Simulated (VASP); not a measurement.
# SiO2 (P4_2/mnm) in VASP: notebook

The runs below take SiO2 through single point, with LDA.

Everything below comes from runs of VASP 6.6.1. Logs are shortened: lines on timing, memory, paths and dates and some standing lists are left out, and cuts for length are marked.

### Step 1. The cell of the first run

The structure is tetragonal, space group P4_2/mnm (No. 136). Conventional cell: a = 4.280 Å, b = 4.280 Å, c = 2.725 Å, α = 90.00°, β = 90.00°, γ = 90.00°. Within 2.4 Å of Si (site symmetry mmm) lie 6 O at 1.80 to 1.85 Å. Within 2.4 Å of O (site symmetry m2m) lie 3 Si at 1.80 to 1.85 Å and 1 O at 2.35 Å.

### Step 2. Single point, LDA

INCAR

```
SYSTEM = SiO2
ALGO = Normal
EDIFF = 1E-6
ENCUT = 520
GGA = CA
ISIF = 2
ISMEAR = 0
LASPH = .True.
LCHARG = .False.
LREAL = .False.
LWAVE = .False.
NBANDS = 25
NELM = 60
PREC = Accurate
SIGMA = 0.05
```

KPOINTS

```
k-points
0
Gamma
  6 6 8
  0 0 0
```

POSCAR

```
SiO2
1.0
    4.2798000000      0.0000000000      0.0000000000
    0.0000000000      4.2798000000      0.0000000000
    0.0000000000      0.0000000000      2.7252000000
Si O
2 4
Direct
    0.5000000000      0.5000000000      0.5000000000
    0.0000000000      0.0000000000      0.0000000000
    0.6944252994      0.6944252994      0.0000000000
    0.1944252994      0.8055747006      0.5000000000
    0.3055747006      0.3055747006      0.0000000000
    0.8055747006      0.1944252994      0.5000000000
```

Potentials or basis: VASP PAW LDA potentials, release 64 (Si, O).

On the command line:

```
$ cat potpaw_LDA.64/Si/POTCAR potpaw_LDA.64/O/POTCAR > POTCAR
$ mpirun -np 1 vasp_std > vasp.out
```

OUTCAR:

```text
SYSTEM = SiO2
   EDIFF = 1E-6
   ENCUT = 520
   GGA = CA
   ISIF = 2
   ISMEAR = 0
   LASPH = .True.
   LREAL = .False.
   NELM = 60
   PREC = Accurate

 ion  position               nearest neighbor table
   1  0.500  0.500  0.500-   3 1.80   5 1.80   3 1.80   5 1.80   4 1.85   6 1.85
   2  0.000  0.000  0.000-   4 1.80   6 1.80   4 1.80   6 1.80   5 1.85   3 1.85
   3  0.694  0.694  0.000-   1 1.80   1 1.80   2 1.85
   4  0.194  0.806  0.500-   2 1.80   2 1.80   1 1.85
   5  0.306  0.306  0.000-   1 1.80   1 1.80   2 1.85
   6  0.806  0.194  0.500-   2 1.80   2 1.80   1 1.85

  LATTYP: Found a simple tetragonal cell.
 ALAT       =     4.2798000000
 C/A-ratio  =     0.6367587270

  Lattice vectors:

 A1 = (   4.2798000000,   0.0000000000,   0.0000000000)
 A2 = (   0.0000000000,   4.2798000000,   0.0000000000)
 A3 = (   0.0000000000,   0.0000000000,   2.7252000000)

Analysis of symmetry for initial positions (statically):
=====================================================================
 Subroutine PRICEL returns:
 Original cell was already a primitive cell.

 Routine SETGRP: Setting up the symmetry group for a
 simple tetragonal supercell.

 Subroutine GETGRP returns: Found 16 space group operations
 (whereof  8 operations were pure point group operations)
 out of a pool of 16 trial point group operations.

The static configuration has the point symmetry D_2h.
 The point group associated with its full space group is D_4h.

Analysis of symmetry for dynamics (positions and initial velocities):
=====================================================================
 Subroutine PRICEL returns:
 Original cell was already a primitive cell.

 Routine SETGRP: Setting up the symmetry group for a
 simple tetragonal supercell.

 Subroutine GETGRP returns: Found 16 space group operations
 (whereof  8 operations were pure point group operations)
 out of a pool of 16 trial point group operations.

The dynamic configuration has the point symmetry D_2h.
 The point group associated with its full space group is D_4h.

 Subroutine INISYM returns: Found 16 space group operations
 (whereof  8 operations are pure point group operations),
 and found     1 'primitive' translations

----------------------------------------------------------------------------------------
[... 101 lines left out ...]
   EDIFF  = 0.1E-05   stopping-criterion for ELM
   LREAL  =      F    real-space projection
   EDIFFG = 0.1E-04   stopping-criterion for IOM
   NSW    =      0    number of steps for IOM
   IBRION =     -1    ionic relax: 0-MD 1-quasi-New 2-CG
   NFREE  =      0    steps in history (QN), initial steepest desc. (CG)
   ISIF   =      2    stress and relaxation
   ISYM   =      2    0-nonsym 1-usesym 2-fastsym
   POTIM  = 0.5000    time-step for ionic-motion
   TEBEG  =    0.0;   TEEND  =   0.0 temperature during run
   PSTRESS=    0.0 pullay stress
   NELECT =      32.0000    total number of electrons
   NUPDOWN=      -1.0000    fix difference up-down
   EMIN   =  10.00;   EMAX   =-10.00  energy-range for DOS
   EFERMI =   0.00;   METHOD = LEGACY
   ISMEAR =     0;   SIGMA  =   0.05  broadening in eV -4-tet -1-fermi 0-gaus
   EFERMI_NEDOS =   21; number of points for ismear=-14 and -15
   IALGO  =     38    algorithm
   IMIX   =      4    mixing-type and parameters
     AMIX     =   0.40;   BMIX     =  1.00
     AMIX_MAG =   1.60;   BMIX_MAG =  1.00
  volume/ion in A,a.u.               =       8.32        56.14
  Fermi-wavevector in a.u.,A,eV,Ry     =   1.411594  2.667525 27.110925  1.992597
  Thomas-Fermi vector in A             =   2.533429
   LORBIT       =      0    0 simple, 1 ext, 2 COOP (PROOUT), +10 PAW based schemes
   GGA     = CA    functional components
   LHFCALC =     F    Hartree Fock is set to
   AEXX    =    0.0000 exact exchange contribution
   IVDW    =     0    specifies the selected vdW correction
   LEPSILON=     F    determine dielectric tensor
   LRPA    =     F    only Hartree local field effects (RPA)
 non-spin polarized calculation
 Gauss-broadening in eV      SIGMA  =   0.05
  energy-cutoff  :      520.00
  volume of cell :       49.92
 maximum number of plane-waves:      1384
 NGX is ok and might be reduce to    32

 number of electron      32.0000019 magnetization

 Free energy of the ion-electron system (eV)
  ---------------------------------------------------
  ext. energy  EPLUGINS =         0.00000000
  ---------------------------------------------------
  free energy    TOTEN  =       -51.69273231 eV

  energy without entropy =      -51.69273231  energy(sigma->0) =      -51.69273231

 E-fermi :   7.3941     XC(G=0): -12.3825

 val. band max:        7.1607763630   @ k =   0.0000   0.0000   0.0000
 cond. band min:      11.5476754944   @ k =   0.0000   0.0000   0.0000
 fundamental gap:      4.3868991315
 Fermi energy:         7.3941393434

 k-point     1 :       0.0000    0.0000    0.0000
  band No.  band energies     occupation
      1     -14.5453      2.00000
      2     -11.1601      2.00000
      3     -11.1601      2.00000
      4     -10.9273      2.00000
      5      -3.3918      2.00000
      6       0.9864      2.00000
[... 661 lines left out ...]
     24      19.4390      0.00000
     25      20.1387      0.00000

 [... further k-points ...]

------------------------ aborting loop because EDIFF is reached ----------------------------------------

  FORCE on cell =-STRESS in cart. coord.  units (eV):
  Direction    XX          YY          ZZ          XY          YZ          ZX
  --------------------------------------------------------------------------------------
  -------------------------------------------------------------------------------------
  Total       -6.8233867     -6.8233867     -7.3494457      0.0000000      0.0000000      0.0000000
  in kB     -219.0106524   -219.0106524   -235.8956001      0.0000000      0.0000000      0.0000000
  external PRESSURE =    -224.6389683 kB  Pullay stress =       0.0000000 kB

 VOLUME and BASIS-vectors are now :
 -----------------------------------------------------------------------------
  energy-cutoff  :      520.00
  volume of cell :       49.92
      direct lattice vectors                 reciprocal lattice vectors
     4.279800000  0.000000000  0.000000000     0.233655778  0.000000000  0.000000000
     0.000000000  4.279800000  0.000000000     0.000000000  0.233655778  0.000000000
     0.000000000  0.000000000  2.725200000     0.000000000  0.000000000  0.366945545

 POSITION                                       TOTAL-FORCE (eV/Angst)
 -----------------------------------------------------------------------------------
      2.13990      2.13990      1.36260         0.000000     -0.000000     -0.000000
      0.00000      0.00000      0.00000         0.000000     -0.000000     -0.000000
      2.97200      2.97200      0.00000        -0.358904     -0.358904     -0.000000
      0.83210      3.44770      1.36260        -0.358904      0.358904     -0.000000
      1.30780      1.30780      0.00000         0.358904      0.358904      0.000000
      3.44770      0.83210      1.36260         0.358904     -0.358904     -0.000000
 -----------------------------------------------------------------------------------
    total drift:                                0.000000      0.000000     -0.000000

  FREE ENERGIE OF THE ION-ELECTRON SYSTEM (eV)
  ---------------------------------------------------
  free  energy   TOTEN  =       -51.6927323079 eV

  energy  without entropy=      -51.6927323079  energy(sigma->0) =      -51.69273231
```

It used 21 s of CPU time on 1 thread of Intel Xeon 6975P-C (shared host).

What came out:

- Free energy: -51.6927 eV
- Pressure: -22.5 GPa
- Largest force: 0.508 eV/Å
- Band gap on the k mesh: 4.39 eV, direct

Forces on the atoms (eV/Å):
```
Si   0.000  0.000  0.000
Si   0.000  0.000  0.000
O   -0.359 -0.359  0.000
O   -0.359  0.359  0.000
O    0.359  0.359  0.000
O    0.359 -0.359  0.000
```

Stress tensor (GPa, compression positive):
```
-21.90   0.00   0.00
  0.00 -21.90   0.00
  0.00   0.00 -23.59
```

A k mesh can miss the band edges. Expect the measured gap to be larger: semilocal functionals such as LDA lack the derivative discontinuity.

### Step 3. Single point, LDA

This run uses another cell than the first one, of the same volume but with other edges.

INCAR

```
  PREC = Accurate
  ENCUT = 520
  EDIFF = 1E-6
  ISMEAR = 0
  SIGMA = 0.05
  LREAL = False
  LASPH = True
  NELM = 80
  ALGO = Normal
  ISIF = 2
  LWAVE = False
  LCHARG = False
  GGA = CA
  NBANDS = 25
```

KPOINTS

```
regular mesh
0
Gamma
  6 6 8
```

POSCAR: that of step 2 with these lines changed.

```diff
@@ -2,5 +2,5 @@
 1.0
-    4.2798000000      0.0000000000      0.0000000000
-    0.0000000000      4.2798000000      0.0000000000
-    0.0000000000      0.0000000000      2.7252000000
+    4.1801000000      0.0000000000      0.0000000000
+    0.0000000000      4.1801000000      0.0000000000
+    0.0000000000      0.0000000000      2.8529000000
 Si O
```

Potentials or basis: VASP PAW LDA potentials, release 64 (Si, O).

On the command line:

```
$ cat potpaw_LDA.64/Si/POTCAR potpaw_LDA.64/O/POTCAR > POTCAR
$ mpirun -np 1 vasp_std > vasp.out
```

Wall time 31 s (1 thread of Intel Xeon 6975P-C, shared host); peak memory 0.17 GiB.

The run converged. Its results:

| Property | Result |
| --- | --- |
| Free energy | -51.4881 eV |
| Pressure | -23.9 GPa |
| Largest force | 0.044 eV/Å |
| Band gap on the k mesh | 4.16 eV, direct |

Forces in eV/Å, atoms in the order of the input:
```
Si   0.000  0.000  0.000
Si   0.000  0.000  0.000
O    0.031  0.031  0.000
O    0.031 -0.031  0.000
O   -0.031 -0.031  0.000
O   -0.031  0.031  0.000
```

Stress tensor (GPa, compression positive):
```
-14.85   0.00   0.00
  0.00 -14.85   0.00
  0.00   0.00 -42.11
```

Levels at points of the mesh, in eV from the valence-band top:
```
           k point  band 12  band 13  band 14  band 15  band 16  band 17  band 18  band 19  band 20  band 21
(0.00, 0.00, 0.00)    -3.21    -2.64    -0.77    -0.77     0.00     4.16     5.29     6.92     6.92     9.78
(0.50, 0.00, 0.00)    -3.60    -2.73    -2.73    -0.93    -0.93     6.27     6.27     7.58     7.58    11.04
(0.50, 0.50, 0.00)    -3.38    -2.75    -2.75    -1.86    -1.86     5.97     5.97     8.61     8.61    12.80
(0.00, 0.00, 0.50)    -4.32    -3.00    -3.00    -2.40    -2.40     8.10     8.10    11.60    11.60    12.35
(0.50, 0.00, 0.50)    -3.73    -2.00    -2.00    -1.56    -1.56     7.96     7.96     9.53     9.53    11.78
(0.50, 0.50, 0.50)    -4.09    -1.46    -1.46    -1.35    -1.35     6.36     6.36    10.53    10.53    11.13
```

A k mesh can miss the band edges. A hybrid or GW would open this gap; LDA tends to underestimate it.
